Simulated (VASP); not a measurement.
# Gd (Fm-3m) in VASP: further runs

Runs on Gd. Level: PBE. Tasks: single point.

All numbers are computed with VASP 6.6.1; they aren't measurements. Logs are shortened: lines on timing, memory, paths and dates and some standing lists are left out, and cuts for length are marked.

### Step 1. The cell of the first run

The structure is cubic, space group Fm-3m (No. 225). Conventional cell: a = 5.172 Å, b = 5.172 Å, c = 5.172 Å, α = 90.00°, β = 90.00°, γ = 90.00°. Within 4.8 Å of Gd (site symmetry m-3m) lie 12 Gd at 3.66 Å.

### Step 2. Single point, PBE, collinear spin, ferromagnetic start

Contents of INCAR:

```
ALGO = Normal
EDIFF = 1E-7
ENCUT = 520
GGA = PE
ISIF = 2
ISMEAR = -1
ISPIN = 2
LASPH = True
LCHARG = True
LELF = True
LMAXMIX = 6
LORBIT = 11
LREAL = False
LVHAR = True
LWAVE = False
MAGMOM = 1.8
NBANDS = 19
NELM = 150
NUPDOWN = 1.8
PREC = Accurate
SIGMA = 0.05
```

Contents of KPOINTS:

```
k-points
0
Gamma
  8 8 8
```

Contents of POSCAR:

```
Gd
1.0
    0.0000000000      2.5858190855      2.5858190855
    2.5858190855      0.0000000000      2.5858190855
    2.5858190855      2.5858190855      0.0000000000
Gd
1
Direct
    0.0000000000      0.0000000000      0.0000000000
```

Potentials or basis: VASP PAW PBE potentials, release 64 (Gd).

The run is started by

```
cat potpaw_PBE.64/Gd/POTCAR > POTCAR
mpirun -np 1 vasp_std > vasp.out
```

OUTCAR:

```text
EDIFF = 1E-7
   ENCUT = 520
   GGA = PE
   ISIF = 2
   ISMEAR = -1
   ISPIN = 2
   LASPH = True
   LORBIT = 11
   LREAL = False
   NELM = 150
   NUPDOWN = 1.8
   PREC = Accurate

 ion  position               nearest neighbor table
   1  0.000  0.000  0.000-

  LATTYP: Found a face centered cubic cell.
 ALAT       =     5.1716381710

  Lattice vectors:

 A1 = (   0.0000000000,   2.5858190855,   2.5858190855)
 A2 = (   2.5858190855,   0.0000000000,   2.5858190855)
 A3 = (   2.5858190855,   2.5858190855,   0.0000000000)

Analysis of symmetry for initial positions (statically):
=====================================================================
 Subroutine PRICEL returns:
 Original cell was already a primitive cell.

 Routine SETGRP: Setting up the symmetry group for a
 face centered cubic supercell.

 Subroutine GETGRP returns: Found 48 space group operations
 (whereof 48 operations were pure point group operations)
 out of a pool of 48 trial point group operations.

The static configuration has the point symmetry O_h .

Analysis of symmetry for dynamics (positions and initial velocities):
=====================================================================
 Subroutine PRICEL returns:
 Original cell was already a primitive cell.

 Routine SETGRP: Setting up the symmetry group for a
 face centered cubic supercell.

 Subroutine GETGRP returns: Found 48 space group operations
 (whereof 48 operations were pure point group operations)
 out of a pool of 48 trial point group operations.

The dynamic configuration has the point symmetry O_h .

Analysis of structural, dynamic, and magnetic symmetry:
=====================================================================
 Subroutine PRICEL returns:
 Original cell was already a primitive cell.

 Routine SETGRP: Setting up the symmetry group for a
 face centered cubic supercell.

 Subroutine GETGRP returns: Found 48 space group operations
 (whereof 48 operations were pure point group operations)
 out of a pool of 48 trial point group operations.

The overall configuration has the point symmetry O_h .

 Subroutine INISYM returns: Found 48 space group operations
 (whereof 48 operations are pure point group operations),
 and found     1 'primitive' translations

----------------------------------------------------------------------------------------

                                     Primitive cell

  volume of cell :      34.5800

  direct lattice vectors                    reciprocal lattice vectors
     0.000000000  2.585819085  2.585819085    -0.193362329  0.193362329  0.193362329
     2.585819085  0.000000000  2.585819085     0.193362329 -0.193362329  0.193362329
     2.585819085  2.585819085  0.000000000     0.193362329  0.193362329 -0.193362329

  length of vectors
     3.656900421  3.656900421  3.656900421     0.334913378  0.334913378  0.334913378

  position of ions in fractional coordinates (direct lattice)
     0.000000000  0.000000000  0.000000000

  ion indices of the primitive-cell ions
   primitive index   ion index
                 1           1

----------------------------------------------------------------------------------------

 KPOINTS: k-points

Automatic generation of k-mesh.
 Grid dimensions read from file:
 generate k-points for:    8    8    8

 Generating k-lattice:

  Cartesian coordinates                     Fractional coordinates (reciprocal lattice)
    -0.024170291  0.024170291  0.024170291     0.125000000  0.000000000  0.000000000
     0.024170291 -0.024170291  0.024170291     0.000000000  0.125000000  0.000000000
     0.024170291  0.024170291 -0.024170291     0.000000000  0.000000000  0.125000000

  Length of vectors
     0.041864172  0.041864172  0.041864172

  Shift w.r.t. Gamma in fractional coordinates (k-lattice)
     0.000000000  0.000000000  0.000000000

 Subroutine IBZKPT returns following result:
 ===========================================

 Found     29 irreducible k-points:

 Following reciprocal coordinates:
            Coordinates               Weight
  0.000000  0.000000  0.000000      1.000000
  0.125000  0.000000  0.000000      8.000000
  0.250000  0.000000  0.000000      8.000000
  0.375000  0.000000  0.000000      8.000000
  0.500000  0.000000  0.000000      4.000000
  0.125000  0.125000  0.000000      6.000000
[... 16 lines left out ...]
  0.500000  0.250000  0.125000     48.000000
 -0.375000  0.250000  0.125000     24.000000
 [... further k-points ...]
   k-points           NKPTS =     29   k-points in BZ     NKDIM =     29   number of bands    NBANDS=     19
   number of dos      NEDOS =    301   number of ions     NIONS =      1
   total plane-waves  NPLWV =  21952
   dimension x,y,z NGX =    28 NGY =   28 NGZ =   28
   dimension x,y,z NGXF=    56 NGYF=   56 NGZF=   56
   ions per type =               1
   NGX,Y,Z   is equivalent  to a cutoff of  12.73, 12.73, 12.73 a.u.
   NGXF,Y,Z  is equivalent  to a cutoff of  25.46, 25.46, 25.46 a.u.
 SYSTEM =  unknown system
   PREC   = accura    normal or accurate (medium, high low for compatibility)
   ISTART =      0    job   : 0-new  1-cont  2-samecut
   ICHARG =      2    charge: 1-file 2-atom 10-const
   ISPIN  =      2    spin polarized calculation?
   LNONCOLLINEAR =      F non collinear calculations
   LSORBIT =      F    spin-orbit coupling
   LASPH  =      T    aspherical Exc in radial PAW
   ENCUT  =  520.0 eV  38.22 Ry    6.18 a.u.   6.80  6.80  6.80*2*pi/ulx,y,z
   NELM   =    150;   NELMIN=  2; NELMDL= -5     # of ELM steps
   EDIFF  = 0.1E-06   stopping-criterion for ELM
   LREAL  =      F    real-space projection
   EDIFFG = 0.1E-05   stopping-criterion for IOM
   NSW    =      0    number of steps for IOM
   IBRION =     -1    ionic relax: 0-MD 1-quasi-New 2-CG
   NFREE  =      0    steps in history (QN), initial steepest desc. (CG)
   ISIF   =      2    stress and relaxation
   ISYM   =      2    0-nonsym 1-usesym 2-fastsym
   POTIM  = 0.5000    time-step for ionic-motion
   TEBEG  =    0.0;   TEEND  =   0.0 temperature during run
   PSTRESS=    0.0 pullay stress
   NELECT =      18.0000    total number of electrons
   NUPDOWN=       1.8000    fix difference up-down
   EMIN   =  10.00;   EMAX   =-10.00  energy-range for DOS
   EFERMI =   0.00;   METHOD = LEGACY
   ISMEAR =    -1;   SIGMA  =   0.05  broadening in eV -4-tet -1-fermi 0-gaus
   EFERMI_NEDOS =   21; number of points for ismear=-14 and -15
   IALGO  =     38    algorithm
   IMIX   =      4    mixing-type and parameters
     AMIX     =   0.40;   BMIX     =  1.00
     AMIX_MAG =   1.60;   BMIX_MAG =  1.00
  volume/ion in A,a.u.               =      34.58       233.36
  Fermi-wavevector in a.u.,A,eV,Ry     =   1.316914  2.488607 23.596086  1.734263
  Thomas-Fermi vector in A             =   2.446993
   LORBIT       =     11    0 simple, 1 ext, 2 COOP (PROOUT), +10 PAW based schemes
   GGA     = PE    functional components
   LHFCALC =     F    Hartree Fock is set to
   AEXX    =    0.0000 exact exchange contribution
   IVDW    =     0    specifies the selected vdW correction
   LEPSILON=     F    determine dielectric tensor
   LRPA    =     F    only Hartree local field effects (RPA)
 spin polarized calculation
  energy-cutoff  :      520.00
  volume of cell :       34.58
 maximum number of plane-waves:       950
   NGX = 13   NGY = 13   NGZ = 13

 number of electron      18.0000002 magnetization       1.8000006

 Free energy of the ion-electron system (eV)
  ---------------------------------------------------
  ext. energy  EPLUGINS =         0.00000000
  ---------------------------------------------------
  free energy    TOTEN  =        -6.67577372 eV

  energy without entropy =       -6.60304722  energy(sigma->0) =       -6.63941047

 E-fermi :   3.6440     XC(G=0):  -9.5768

 val. band max:        3.6388665459   @ k =   0.1250   0.1250   0.0000
 cond. band min:       1.1734646382   @ k =   0.2500   0.2500   0.0000
 fundamental gap:     -2.4654019077
 Fermi energy:         1.1478426201

 spin component 1

 k-point     1 :       0.0000    0.0000    0.0000
  band No.  band energies     occupation
      1     -40.5721      1.00000
      2     -17.9468      1.00000
      3     -17.9468      1.00000
      4     -17.9468      1.00000
      5      -0.6559      1.00000
      6       0.5610      0.99999
[... 11 lines left out ...]
     18      14.0059      0.00000
     19      16.3198      0.00000

 k-point     2 :       0.1250    0.0000    0.0000
  band No.  band energies     occupation
      1     -40.5640      1.00000
      2     -18.0457      1.00000
      3     -17.9595      1.00000
      4     -17.9595      1.00000
      5      -0.2569      1.00000
      6       0.5390      0.99999
[... 476 lines left out ...]
 k-point    24 :      -0.3750    0.2500    0.1250
  band No.  band energies     occupation
      1     -40.5077      1.00000
      2     -18.4986      1.00000
      3     -18.2017      1.00000
      4     -18.0868      1.00000
      5       0.4197      1.00000
      6       0.4407      1.00000
[... 11 lines left out ...]
     18      10.7949      0.00000
     19      15.2580      0.00000

 [... further k-points ...]

 spin component 2

 k-point     1 :       0.0000    0.0000    0.0000
  band No.  band energies     occupation
      1     -39.1457      1.00000
      2     -17.1093      1.00000
      3     -17.1093      1.00000
      4     -17.1093      1.00000
      5      -2.5352      1.00000
      6       2.0755      1.00000
[... 11 lines left out ...]
     18      11.2365      0.00000
     19      14.6201      0.00000

 k-point     2 :       0.1250    0.0000    0.0000
  band No.  band energies     occupation
      1     -39.1352      1.00000
      2     -17.2415      1.00000
      3     -17.1252      1.00000
      4     -17.1252      1.00000
      5      -2.1134      1.00000
      6       2.0587      1.00000
[... 476 lines left out ...]
 k-point    24 :      -0.3750    0.2500    0.1250
  band No.  band energies     occupation
      1     -39.0617      1.00000
      2     -17.8291      1.00000
      3     -17.4399      1.00000
      4     -17.2861      1.00000
      5       1.2917      1.00000
      6       2.2289      1.00000
[... 11 lines left out ...]
     18      10.3162      0.00000
     19      13.5292      0.00000

 [... further k-points ...]
[... 5 lines left out ...]
  --------------------------------------------------------------------------------------
  -------------------------------------------------------------------------------------
  Total        0.8698215      0.8698215      0.8698215      0.0000000      0.0000000     -0.0000000
  in kB       40.3010475     40.3010475     40.3010475      0.0000000      0.0000000     -0.0000000
  external PRESSURE =      40.3010475 kB  Pullay stress =       0.0000000 kB

 VOLUME and BASIS-vectors are now :
 -----------------------------------------------------------------------------
  energy-cutoff  :      520.00
  volume of cell :       34.58
      direct lattice vectors                 reciprocal lattice vectors
     0.000000000  2.585819085  2.585819085    -0.193362329  0.193362329  0.193362329
     2.585819085  0.000000000  2.585819085     0.193362329 -0.193362329  0.193362329
     2.585819085  2.585819085  0.000000000     0.193362329  0.193362329 -0.193362329

 POSITION                                       TOTAL-FORCE (eV/Angst)
 -----------------------------------------------------------------------------------
      0.00000      0.00000      0.00000        -0.000000      0.000000      0.000000
 -----------------------------------------------------------------------------------
    total drift:                               -0.000000     -0.000000     -0.000000

  FREE ENERGIE OF THE ION-ELECTRON SYSTEM (eV)
  ---------------------------------------------------
  free  energy   TOTEN  =        -6.6757737242 eV

  energy  without entropy=       -6.6030472209  energy(sigma->0) =       -6.63941047

 total charge

# of ion       s       p       d       f       tot
--------------------------------------------------
    1        2.022   5.553   0.462   7.297  15.334

 magnetization (x)

# of ion       s       p       d       f       tot
--------------------------------------------------
    1       -0.046  -0.119  -0.449   4.008   3.393
```

It took 62 s on 1 thread of Intel Xeon 6975P-C (Granite Rapids), shared host; peak memory 0.2 GiB.

Results:

- Free energy: -6.6758 eV
- Pressure: 4.0 GPa
- Net moment: 1.80 μB per cell
- Site moments: Gd +3.39 μB
- Valence electrons inside the program's atomic spheres: Gd 15.33

Caveat: spin-orbit coupling is left out, which moves the levels of the heavy elements; the total moment is fixed, so each spin has its own Fermi level.

### Step 3. Single point, PBE, collinear spin, ferromagnetic start

Contents of INCAR:

```
SYSTEM = Gd
  PREC = Accurate
  ENCUT = 520
  EDIFF = 1E-6
  ISMEAR = -1
  SIGMA = 0.05
  LREAL = .FALSE.
  LASPH = .TRUE.
  NELM = 150
  ALGO = Normal
  ISIF = 2
  LWAVE = .FALSE.
  LCHARG = .FALSE.
  ISPIN = 2
  MAGMOM = 3.5
  LORBIT = 11
  NUPDOWN = 3.5
  LMAXMIX = 6
  GGA = PE
  NBANDS = 19
```

Contents of KPOINTS:

```
Automatic mesh
0
G
  8 8 8
  0 0 0
```

POSCAR is that of step 2.

Potentials or basis: VASP PAW PBE potentials, release 64 (Gd).

The run is started by

```
cat potpaw_PBE.64/Gd/POTCAR > POTCAR
mpirun -np 1 vasp_std > vasp.out
```

Wall time 38 s (1 thread of Intel Xeon 6975P-C (Granite Rapids), shared host); peak memory 0.19 GiB.

The run converged. Its results:

| Property | Result |
| --- | --- |
| Free energy | -8.7014 eV |
| Pressure | 4.2 GPa |
| Net moment | 3.50 μB per cell |
| Site moments | Gd +5.10 μB |
| Valence electrons inside the program's atomic spheres | Gd 15.33 |

Caveat: spin-orbit coupling is left out, which moves the levels of the heavy elements; the total moment is fixed, so each spin has its own Fermi level. The state reached can hang on the start; a lower one may exist.
